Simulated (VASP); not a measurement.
# CaS (Fm-3m) in VASP: vibrations by perturbation theory with LDA

Aim: the vibrations by perturbation theory of CaS with LDA.

Program: VASP 6.6.1. These are calculated values, not measurements. Logs are shortened: lines on timing, memory, paths and dates and some standing lists are left out, and cuts for length are marked.

## 1. The cell of the first run

The structure is cubic, space group Fm-3m (No. 225). The conventional cell has a = 5.153 Å, b = 5.153 Å, c = 5.153 Å, α = 90.00°, β = 90.00°, γ = 90.00°. Within 3.4 Å of Ca (site symmetry m-3m) lie 6 S at 2.58 Å. Within 3.4 Å of S (site symmetry m-3m) lie 6 Ca at 2.58 Å.

## 2. Vibrations by perturbation theory, LDA

Contents of INCAR:

```
ALGO = Normal
EDIFF = 1E-8
ENCUT = 500
GGA = CA
GGA_COMPAT = F
IBRION = 8
ISIF = 2
ISMEAR = 0
LASPH = T
LCHARG = T
LEPSILON = T
LREAL = F
LWAVE = F
NELM = 120
NSW = 1
PREC = Accurate
SIGMA = 0.01
```

Contents of KPOINTS:

```
k-points
0
Gamma
  10 10 10
```

Contents of POSCAR:

```
CaS
1.0
    0.0000000000      2.5764785225      2.5764785225
    2.5764785225      0.0000000000      2.5764785225
    2.5764785225      2.5764785225      0.0000000000
Ca S
1 1
Direct
    0.0000000000      0.0000000000      0.0000000000
    0.5000000000      0.5000000000      0.5000000000
```

Potentials or basis: VASP PAW LDA potentials, release 64 (Ca_sv, S).

Run with:

```console
cat potpaw_LDA.64/Ca_sv/POTCAR potpaw_LDA.64/S/POTCAR > POTCAR
mpirun -np 1 vasp_std > vasp.out
```

OUTCAR:

```text
EDIFF = 1E-8
   ENCUT = 500
   GGA = CA
   IBRION = 8
   ISIF = 2
   ISMEAR = 0
   LASPH = T
   LEPSILON = T
   LREAL = F
   NELM = 120
   NSW = 1
   PREC = Accurate

 ion  position               nearest neighbor table
   1  0.000  0.000  0.000-   2 2.58   2 2.58   2 2.58   2 2.58   2 2.58   2 2.58
   2  0.500  0.500  0.500-   1 2.58   1 2.58   1 2.58   1 2.58   1 2.58   1 2.58

  LATTYP: Found a face centered cubic cell.
 ALAT       =     5.1529570450

  Lattice vectors:

 A1 = (   0.0000000000,   2.5764785225,   2.5764785225)
 A2 = (   2.5764785225,   0.0000000000,   2.5764785225)
 A3 = (   2.5764785225,   2.5764785225,   0.0000000000)

Analysis of symmetry for initial positions (statically):
=====================================================================
 Subroutine PRICEL returns:
 Original cell was already a primitive cell.

 Routine SETGRP: Setting up the symmetry group for a
 face centered cubic supercell.

 Subroutine GETGRP returns: Found 48 space group operations
 (whereof 48 operations were pure point group operations)
 out of a pool of 48 trial point group operations.

The static configuration has the point symmetry O_h .

Analysis of symmetry for dynamics (positions and initial velocities):
=====================================================================
 Subroutine PRICEL returns:
 Original cell was already a primitive cell.

 Routine SETGRP: Setting up the symmetry group for a
 face centered cubic supercell.

 Subroutine GETGRP returns: Found 48 space group operations
 (whereof 48 operations were pure point group operations)
 out of a pool of 48 trial point group operations.

The dynamic configuration has the point symmetry O_h .

 Subroutine INISYM returns: Found 48 space group operations
 (whereof 48 operations are pure point group operations),
 and found     1 'primitive' translations

----------------------------------------------------------------------------------------

                                     Primitive cell

  volume of cell :      34.2066

  direct lattice vectors                    reciprocal lattice vectors
     0.000000000  2.576478522  2.576478522    -0.194063329  0.194063329  0.194063329
     2.576478522  0.000000000  2.576478522     0.194063329 -0.194063329  0.194063329
     2.576478522  2.576478522  0.000000000     0.194063329  0.194063329 -0.194063329

  length of vectors
     3.643690870  3.643690870  3.643690870     0.336127546  0.336127546  0.336127546

  position of ions in fractional coordinates (direct lattice)
     0.000000000  0.000000000  0.000000000
     0.500000000  0.500000000  0.500000000

  ion indices of the primitive-cell ions
   primitive index   ion index
                 1           1
                 2           2

----------------------------------------------------------------------------------------

 KPOINTS: k-points

Automatic generation of k-mesh.
 Grid dimensions read from file:
 generate k-points for:   10   10   10

 Generating k-lattice:

  Cartesian coordinates                     Fractional coordinates (reciprocal lattice)
    -0.019406333  0.019406333  0.019406333     0.100000000  0.000000000  0.000000000
[... 509 lines left out ...]
  ---------------------------------------------------
  free energy    TOTEN  =        -0.57295979 eV

  energy without entropy =       -0.57295979

------------------------ aborting loop because EDIFF is reached ----------------------------------------

--------------------------------------- Ionic step        2  -------------------------------------------

------------------------ aborting loop because EDIFF is reached ----------------------------------------

--------------------------------------- Ionic step        3  -------------------------------------------

------------------------ aborting loop because EDIFF is reached ----------------------------------------

 PIEZOELECTRIC TENSOR FIELD DIRECTION 3  (e Angst)
 -----------------------------------------------------------------------------
    -0.00037  0.00000 -0.00000           (  0.00001  0.00000  0.00000)
     0.00000 -0.00037  0.00000           (  0.00000  0.00001  0.00000)
     0.00000 -0.00000 -0.00260           (  0.00000  0.00000  0.00002)

 PIEZOELECTRIC TENSOR FIELD DIRECTION 3  (C/m^2)
 -----------------------------------------------------------------------------
    -0.00017  0.00000 -0.00000
     0.00000 -0.00017  0.00000
     0.00000 -0.00000 -0.00122

--------------------------------------- Ionic step        4  -------------------------------------------

------------------------ aborting loop because EDIFF is reached ----------------------------------------

[... ionic steps 5 to 6 ...]

--------------------------------------- Ionic step        7  -------------------------------------------

 Free energy of the ion-electron system (eV)
  ---------------------------------------------------
  ---------------------------------------------------
  free energy    TOTEN  =        -0.10705932 eV

  energy without entropy =       -0.10705932

------------------------ aborting loop because EDIFF is reached ----------------------------------------

 INTERNAL STRAIN TENSOR  FOR ION    2  DIRECTION 1   (eV/Angst):
 -----------------------------------------------------------------------------
    -0.00145  0.00000  0.00000
    -0.00000  0.00053 -0.00000
     0.00000 -0.00000  0.00053

 MACROSCOPIC STATIC DIELECTRIC TENSOR (including local field effects in DFT)
 ------------------------------------------------------
           6.738582    -0.000000     0.000000
          -0.000000     6.738582     0.000000
          -0.000000     0.000000     6.738582
 ------------------------------------------------------

 PIEZOELECTRIC TENSOR (including local field effects)  for field in x, y, z        (e  Angst)
          XX          YY          ZZ          XY          YZ          ZX
  --------------------------------------------------------------------------------
  x     0.00000     0.00000     0.00000     0.00000     0.00000     0.00000
  y     0.00000     0.00000     0.00000     0.00000     0.00000     0.00000
  z     0.00000     0.00000     0.00000     0.00000     0.00000     0.00000

 PIEZOELECTRIC TENSOR (including local field effects)  for field in x, y, z        (C/m^2)
          XX          YY          ZZ          XY          YZ          ZX
  --------------------------------------------------------------------------------
  x     0.00000     0.00000     0.00000     0.00000     0.00000     0.00000
  y     0.00000     0.00000     0.00000     0.00000     0.00000     0.00000
  z     0.00000     0.00000     0.00000     0.00000     0.00000     0.00000

 BORN EFFECTIVE CHARGES (including local field effects) (in |e|, cummulative output)
 ---------------------------------------------------------------------------------
 ion    1
    1     2.40836     0.00000    -0.00000
    2     0.00000     2.40836     0.00000
    3    -0.00000     0.00000     2.40836
 ion    2
    1    -2.40836     0.00000     0.00000
    2     0.00000    -2.40836    -0.00000
    3     0.00000    -0.00000    -2.40836

 INTERNAL STRAIN TENSOR FOR ION    2 for displacements in x,y,z  (eV/Angst):
          X           Y           Z          XY          YZ          ZX
  --------------------------------------------------------------------------------
  x     0.00000     0.00000     0.00000     0.00000     0.00000     0.00000
  y     0.00000     0.00000     0.00000     0.00000     0.00000     0.00000
  z     0.00000     0.00000     0.00000     0.00000     0.00000     0.00000

 SECOND DERIVATIVES (NOT SYMMETRIZED)
 ------------------------------------
               1X          1Y          1Z          2X          2Y          2Z
  1X    -8.661556    0.000000    0.000000    8.661556    0.000000    0.000000
  1Y     0.000000   -8.661556    0.000000    0.000000    8.661556    0.000000
  1Z     0.000000    0.000000   -8.661556    0.000000    0.000000    8.661556
  2X     8.659043    0.000000    0.000000   -8.659043    0.000000    0.000000
  2Y     0.000000    8.659043    0.000000    0.000000   -8.659043    0.000000
  2Z     0.000000    0.000000    8.659043    0.000000    0.000000   -8.659043

 Eigenvectors and eigenvalues of the dynamical matrix
 ----------------------------------------------------

   1 f  =   10.900298 THz    68.488592 2PiTHz  363.594801 cm-1    45.079990 meV
             X         Y         Z           dx          dy          dz
      0.000000  0.000000  0.000000     0.000000    0.000000   -0.666741
      2.576479  2.576479  2.576479     0.000000   -0.000000    0.745289
[... 21 lines left out ...]
   6 f/i=    0.000786 THz     0.004938 2PiTHz    0.026215 cm-1     0.003250 meV
             X         Y         Z           dx          dy          dz
      0.000000  0.000000  0.000000    -0.683833   -0.274065    0.112768
      2.576479  2.576479  2.576479    -0.611762   -0.245181    0.100883

--------------------------------------------------------------------------------------------------------

 MACROSCOPIC STATIC DIELECTRIC TENSOR IONIC CONTRIBUTION
 ------------------------------------------------------
           3.542957    -0.000000    -0.000000
          -0.000000     3.542957     0.000000
          -0.000000     0.000000     3.542957
 ------------------------------------------------------

 ELASTIC MODULI CONTR FROM IONIC RELAXATION (kBar)
 Direction    XX          YY          ZZ          XY          YZ          ZX
 --------------------------------------------------------------------------------
 XX           0.0000      0.0000      0.0000      0.0000      0.0000      0.0000
 YY           0.0000      0.0000      0.0000      0.0000      0.0000      0.0000
 ZZ           0.0000      0.0000      0.0000      0.0000      0.0000      0.0000
 XY           0.0000      0.0000      0.0000      0.0000      0.0000      0.0000
 YZ           0.0000      0.0000      0.0000      0.0000      0.0000      0.0000
 ZX           0.0000      0.0000      0.0000      0.0000      0.0000      0.0000
 --------------------------------------------------------------------------------

 PIEZOELECTRIC TENSOR IONIC CONTR  for field in x, y, z        (C/m^2)
          XX          YY          ZZ          XY          YZ          ZX
  --------------------------------------------------------------------------------
  x     0.00000     0.00000     0.00000     0.00000     0.00000     0.00000
  y     0.00000     0.00000     0.00000     0.00000     0.00000     0.00000
  z     0.00000     0.00000     0.00000     0.00000     0.00000     0.00000
```

It took 8.5 min on 1 thread of Intel Xeon Platinum 8375C at 2.90GHz (Ice Lake), shared host; peak memory 0.24 GiB.

Results:

| Item | Value |
| --- | --- |
| Electronic dielectric tensor (diagonal) | 6.74 |
| Born charges (mean of the diagonal) | Ca +2.41; S -2.41 e |
| Highest phonon frequency at Γ, LO-TO splitting left out | 364 cm⁻¹ |

Phonon frequencies in cm⁻¹ (negative: imaginary):
```
              q point        frequencies
(0.000, 0.000, 0.000)  0 0 0 364 364 364
```

Electronic dielectric tensor:
```
6.74 0.00 0.00
0.00 6.74 0.00
0.00 0.00 6.74
```

Born effective charge tensors (e):
atom 1, Ca
```
2.41 0.00 0.00
0.00 2.41 0.00
0.00 0.00 2.41
```
atom 2, S
```
-2.41  0.00  0.00
 0.00 -2.41  0.00
 0.00  0.00 -2.41
```

Caveat: the cell wasn't relaxed at this level first, which shifts response properties.
